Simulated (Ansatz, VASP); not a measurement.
# One calculation of AlN, two programs

File INCAR:

```
PREC = Accurate
ENCUT = 520
EDIFF = 1E-6
ISMEAR = 0
SIGMA = 0.05
LREAL = F
LASPH = T
NELM = 60
ALGO = Normal
ISIF = 2
LWAVE = F
LCHARG = T
GGA = PE
LELF = T
LVHAR = T
NBANDS = 36
```

File KPOINTS:

```
regular mesh
0
Gamma
  8 8 2
```

The input POSCAR:

```
AlN
1.0
    2.1839935596     -2.1839935596      0.0000000000
    2.1839935596      0.0000000000     -2.1839935596
   10.5561144710      7.8259041221      7.8259041221
Al N
6 6
Direct
    0.6406368067      0.6406368067      0.0624666667
   -0.3732798600     -0.3732798600      0.8958000000
    0.2378534733      0.2378534733      0.2291333333
    0.4322868067      0.4322868067      0.5624666667
   -0.1649298600     -0.1649298600      0.3958000000
    0.0295034733      0.0295034733      0.7291333333
    0.4843743067      0.4843743067      0.4374666667
    0.8871576400      0.8871576400      0.2708000000
    0.0815909733      0.0815909733      0.6041333333
    0.2760243067      0.2760243067      0.9374666667
   -0.3211923600     -0.3211923600      0.7708000000
    0.2899409733      0.2899409733      0.1041333333
```

Input for Ansatz:

```yaml
crystal:
  lattice:
    - [2.1839935596, -2.1839935596, 0.0]
    - [2.1839935596, 0.0, -2.1839935596]
    - [10.556114471, 7.8259041221, 7.8259041221]
  atoms:
    - { symbol: Al, position: [0.6406368067, 0.6406368067, 0.0624666667] }
    - { symbol: Al, position: [-0.37327986, -0.37327986, 0.8958] }
    - { symbol: Al, position: [0.2378534733, 0.2378534733, 0.2291333333] }
    - { symbol: Al, position: [0.4322868067, 0.4322868067, 0.5624666667] }
    - { symbol: Al, position: [-0.16492986, -0.16492986, 0.3958] }
    - { symbol: Al, position: [0.0295034733, 0.0295034733, 0.7291333333] }
    - { symbol: "N", position: [0.4843743067, 0.4843743067, 0.4374666667] }
    - { symbol: "N", position: [0.88715764, 0.88715764, 0.2708] }
    - { symbol: "N", position: [0.0815909733, 0.0815909733, 0.6041333333] }
    - { symbol: "N", position: [0.2760243067, 0.2760243067, 0.9374666667] }
    - { symbol: "N", position: [-0.32119236, -0.32119236, 0.7708] }
    - { symbol: "N", position: [0.2899409733, 0.2899409733, 0.1041333333] }
basis:
  ecutwfc: 420
kpoints:
  mp_grid: { grid: [8, 8, 2] }
hamiltonian:
  xc: pbe
scf:
  occupations: { method: gaussian, width: 0.05 }
output:
  forces: true
  stress: true
  eigenvalues: true
```

Alike in both runs: task single point; functional PBE; k mesh 8 × 8 × 2; occupations gaussian, width 0.05 eV; no spin polarisation.

|  | VASP | Ansatz |
| --- | --- | --- |
| version | VASP 6.6.1 | Ansatz 0.2.0 |
| potentials or method | VASP PAW PBE potentials, release 64 (Al, N), cutoff 520 eV | scalar-relativistic, plane waves, PAW |
| valence electrons in the cell | 48 | 48 |

VASP gave:

| Item | Value |
| --- | --- |
| gap on the k mesh at the Fermi level (eV) | 2.67 |
| least direct gap on the mesh (eV) | 2.81 |
| pressure (GPa) | 4.3 |
| traceless stress, the component that is largest in VASP (GPa) | 5.18 |
| rms of the force components (eV/Å) | 0.379 |

Q: What did Ansatz give for the same quantities?

A: gap on the k mesh at the Fermi level (eV): 2.68; least direct gap on the mesh (eV): 2.82; pressure (GPa): 4.6; traceless stress, the component that is largest in VASP (GPa): 5.17; rms of the force components (eV/Å): 0.380.

Atom by atom the forces differ by 0.004 eV/Å (rms over components).
